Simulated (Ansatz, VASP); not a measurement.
## WF4 in VASP and in Ansatz

Contents of INCAR:

```
SYSTEM = WF4
PREC     = Accurate       ! precision mode
ENCUT    = 520            ! plane-wave cutoff, eV
EDIFF    = 1E-7           ! SCF threshold, eV
ISMEAR   = 0              ! smearing method
SIGMA    = 0.01           ! smearing width, eV
LREAL    = .FALSE.        ! projectors in reciprocal space
LASPH    = .TRUE.         ! aspherical terms in the spheres
NELM     = 60             ! most SCF steps
ALGO     = Normal         ! electronic algorithm
ISIF     = 2              ! what is computed and relaxed
LWAVE    = .FALSE.        ! write WAVECAR
LCHARG   = .FALSE.        ! write CHGCAR
GGA      = PE             ! functional
NBANDS   = 29             ! bands
```

File KPOINTS:

```
regular mesh
0
G
  1 1 1
  0 0 0
```

POSCAR

```
WF4
1.0
   12.6000000000      0.0000000000      0.0000000000
    0.0000000000     12.6000000000      0.0000000000
    0.0000000000      0.0000000000      9.7100000000
W F
1 4
Direct
    0.4998452400      0.4998452400      0.4998537600
    0.6425476200      0.4998452400      0.5362677700
    0.4998452400      0.6425476200      0.4634397500
    0.3571428600      0.4998452400      0.5362677700
    0.4998452400      0.3571428600      0.4634397500
```

Input for Ansatz:

```yaml
crystal:
  lattice:
    - [12.6, 0.0, 0.0]
    - [0.0, 12.6, 0.0]
    - [0.0, 0.0, 9.71]
  atoms:
    - { symbol: W, position: [0.49984524, 0.49984524, 0.49985376] }
    - { symbol: F, position: [0.64254762, 0.49984524, 0.53626777] }
    - { symbol: F, position: [0.49984524, 0.64254762, 0.46343975] }
    - { symbol: F, position: [0.35714286, 0.49984524, 0.53626777] }
    - { symbol: F, position: [0.49984524, 0.35714286, 0.46343975] }
basis:
  ecutwfc: 420
  ecutrho_ratio: 4
kpoints:
  mp_grid: { grid: [1, 1, 1] }
hamiltonian:
  xc: pbe
scf:
  occupations: { method: gaussian, width: 0.01 }
output:
  forces: true
  eigenvalues: true
  populations: true
```

Alike in both runs: task single point; functional PBE; k mesh 1 × 1 × 1; occupations gaussian, width 0.01 eV; no spin polarisation.

|  | VASP | Ansatz |
| --- | --- | --- |
| version | VASP 6.6.1 | Ansatz 0.2.0 |
| potentials or method | VASP PAW PBE potentials, release 64 (W_sv, F), cutoff 520 eV | scalar-relativistic, plane waves, PAW |
| valence electrons in the cell | 42 | 42 |

Ansatz gave:

| Property | Result |
| --- | --- |
| gap on the k mesh at the Fermi level (eV) | 1.42 |
| rms of the force components (eV/Å) | 0.078 |

Question: Which values does VASP return?

Answer: gap on the k mesh at the Fermi level (eV): 1.43; rms of the force components (eV/Å): 0.308.

Atom by atom the forces differ by 0.231 eV/Å (rms over components). One of these differences is far larger than is usual between the two programs; its cause wasn't traced. The functional is the same, so the differences come from potentials, cutoffs and numerics.

Spin-orbit coupling is off throughout.
